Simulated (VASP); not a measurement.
Wanted: the native input for a VASP 6.6.1 run.

- Task: single point
- Functional: PBE
- Potentials or basis: VASP PAW PBE potentials, release 64 (Te)
- Cutoff: 500 eV
- k mesh: 6 × 6 × 2
- Occupations: gaussian, width 0.1 eV
- Spin: no spin polarisation
- Dipole correction: no
- Further INCAR settings: ALGO = Normal; EDIFF = 1e-06; NBANDS = 13

The structure of Te lies in POSCAR:

```
Te
1.0
    5.0933955311      0.0000000000      0.0000000000
   -2.5466977656      4.4110099215      0.0000000000
    0.0000000000      0.0000000000      5.7291394258
Te
2
Direct
    0.3333333333      0.6666666667      0.0000000000
    0.6666666667      0.3333333333      0.0000000000
```

This isn't the form of Te at room conditions, which is trigonal, of chains.

One way to write it, as run:

INCAR

```
PREC     = Accurate       # precision mode
ENCUT    = 500            # plane-wave cutoff, eV
EDIFF    = 1E-6           # SCF threshold, eV
ISMEAR   = 0              # smearing method
SIGMA    = 0.1            # smearing width, eV
LREAL    = F              # projectors in reciprocal space
LASPH    = T              # aspherical terms in the spheres
NELM     = 120            # most SCF steps
ALGO     = Normal         # electronic algorithm
ISIF     = 2              # what is computed and relaxed
LWAVE    = F              # write WAVECAR
LCHARG   = F              # write CHGCAR
GGA      = PE             # functional
NBANDS   = 13             # bands
GGA_COMPAT= F
```

KPOINTS

```
Automatic mesh
0
Gamma
  6 6 2
```

Potentials or basis: VASP PAW PBE potentials, release 64 (Te).

Launch:

```bash
$ cat potpaw_PBE.64/Te/POTCAR > POTCAR
$ mpirun -np 1 vasp_std > vasp.out
```

It gave:

```
Pressure               : 0.1 GPa
Band gap on the k mesh : zero (bands 6 and 7 overlap by 0.80 eV)
```

Caveat: the k points lie up to 0.55 Å⁻¹ apart, too coarse for converged energies and pressures of a metal; spin-orbit coupling is left out, which moves the levels of the heavy elements.

Run time: 18 s on 1 thread of Intel(R) Xeon(R) Platinum 8375C CPU @ 2.90GHz (Ice Lake), with other jobs on the host, peak memory 0.23 GiB.
